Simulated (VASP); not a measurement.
WC, 2 atoms in the cell. It takes space group P-6m2 (No. 187, hexagonal). Conventional cell: a = 2.869 Å, b = 2.869 Å, c = 2.799 Å, α = 90.00°, β = 90.00°, γ = 120.00°. Within 2.9 Å of W (site symmetry -6m2) lie 6 C at 2.17 Å and 8 W at 2.80 to 2.87 Å. Within 2.9 Å of C (site symmetry -6m2) lie 6 W at 2.17 Å and 8 C at 2.80 to 2.87 Å. 

```yaml
Program: VASP 6.6.1
Task: relaxation of shape and atoms at fixed volume
Functional: PBEsol
Potentials_or_basis: VASP PAW PBE potentials, release 64 (W_sv, C)
Cutoff: 600 eV
k_mesh: 18 × 18 × 14
Occupations: gaussian, width 0.1 eV
Spin: no spin polarisation
Dipole_correction: no
Further_INCAR_settings: ALGO = Normal; EDIFF = 1e-07; IBRION = 2; EDIFFG = -0.01; NSW = 50; ISIF = 4
```

Potentials or basis: VASP PAW PBE potentials, release 64 (W_sv, C).

The run is started by

```console
$ cat potpaw_PBE.64/W_sv/POTCAR potpaw_PBE.64/C/POTCAR > POTCAR
$ mpirun -np 1 vasp_std > vasp.out
```

Hardware: 1 thread of Intel Xeon 8259CL, on a shared host.

Question: Estimate the wall time of this run.

Answer: It took 2.4 min on 1 thread of Intel Xeon 8259CL, on a shared host, peak memory 0.23 GiB. Counts: scf iterations 27, k points 296, ion steps 3.
